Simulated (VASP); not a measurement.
A run of VASP 6.6.1:

File INCAR:

```
  PREC = Accurate
  ENCUT = 520
  EDIFF = 1E-8
  ISMEAR = -1
  SIGMA = 0.03
  LREAL = False
  LASPH = True
  NELM = 60
  ALGO = Normal
  ISIF = 2
  LWAVE = False
  LCHARG = False
  GGA = PS
  LEFG = True
  NBANDS = 22
```

Contents of KPOINTS:

```
regular mesh
0
Gamma
  9 9 3
```

The input POSCAR:

```
Bi
1.0
    4.5085362925      0.0000000000      0.0000000000
   -2.2542681463      3.9045069633      0.0000000000
    0.0000000000      0.0000000000     11.7496083461
Bi
2
Direct
    0.3333333333      0.6666666667      0.2500000000
    0.6666666667      0.3333333333      0.7500000000
```

Potentials or basis: VASP PAW PBE potentials, release 64 (Bi_d).

Run with:

```sh
$ cat potpaw_PBE.64/Bi_d/POTCAR > POTCAR
$ mpirun -np 1 vasp_std > vasp.out
```

Hardware: 1 thread of Intel(R) Xeon(R) 6975P-C (Granite Rapids), on a shared host.

Estimate the wall time of this run.

Run time: 63 s on 1 thread of Intel(R) Xeon(R) 6975P-C (Granite Rapids), on a shared host, peak memory 0.36 GiB. Counts: scf iterations 17, k points 24.
